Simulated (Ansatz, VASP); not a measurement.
**One calculation of Na, two programs**

INCAR

```
PREC     = Accurate       # precision mode
ENCUT    = 520            # plane-wave cutoff, eV
EDIFF    = 1E-6           # SCF threshold, eV
ISMEAR   = -1             # smearing method
SIGMA    = 0.1            # smearing width, eV
LREAL    = F              # projectors in reciprocal space
LASPH    = T              # aspherical terms in the spheres
NELM     = 100            # most SCF steps
ALGO     = Normal         # electronic algorithm
ISIF     = 2              # what is computed and relaxed
LWAVE    = F              # write WAVECAR
LCHARG   = T              # write CHGCAR
GGA      = RP             # functional
LELF     = T              # ELF
LVHAR    = T            
NBANDS   = 22             # bands
```

File KPOINTS:

```
regular mesh
0
Gamma
  11 11 3
```

Contents of POSCAR:

```
Na
1.0
    3.9761011888      0.0000000000      0.0000000000
   -1.9880505944      3.4434046375      0.0000000000
    0.0000000000      0.0000000000     12.9277561493
Na
4
Direct
    0.0000000000      0.0000000000      1.0000000000
    0.0000000000      0.0000000000      0.5000000000
    0.3333333333      0.6666666667      0.2500000000
    0.6666666667      0.3333333333      0.7500000000
```

Input for Ansatz:

```yaml
crystal:
  lattice:
    - [3.9761011888, 0.0, 0.0]
    - [-1.9880505944, 3.4434046375, 0.0]
    - [0.0, 0.0, 12.9277561493]
  atoms:
    - { symbol: Na, position: [0.0, 0.0, 1.0] }
    - { symbol: Na, position: [0.0, 0.0, 0.5] }
    - { symbol: Na, position: [0.3333333333, 0.6666666667, 0.25] }
    - { symbol: Na, position: [0.6666666667, 0.3333333333, 0.75] }
hamiltonian:
  xc: rpbe
  pseudopotentials:
    kind: paw
    azcp:
      Na: "pseudopotentials/Na.paw.azcp"
basis:
  ecutwfc: 420
  fft_grid_basis: typed
kpoints:
  mp_grid: { grid: [11, 11, 3], shift: [0, 0, 0] }
magnetization:
  spin_polarized: false
scf:
  occupations: { method: fermi_dirac, width: 0.1 }
  lower_state_search: "off"
output:
  stress: true
```

Alike in both runs: task single point; functional RPBE; k mesh 11 × 11 × 3; occupations fermi-dirac, width 0.1 eV; no spin polarisation.

|  | VASP | Ansatz |
| --- | --- | --- |
| version | VASP 6.6.1 | Ansatz 0.2.0 |
| potentials or method | VASP PAW PBE potentials, release 64 (Na_pv), cutoff 520 eV | plane waves (420 eV) with PAW, scalar-relativistic |
| valence electrons in the cell | 28 | 36 |

```tsv
	VASP	Ansatz	Ansatz less VASP
pressure (GPa)	-0.6	-0.6	+0.01
traceless stress, the component that is largest in VASP (GPa)	0.09	0.09	-0.002
```

VASP's potentials were made for PBE, not for RPBE. The functional is the same, so the differences come from potentials, cutoffs and numerics. VASP's potentials hold 28 valence electrons a cell and Ansatz's 36, so a difference there can come from the potentials and not from the codes.
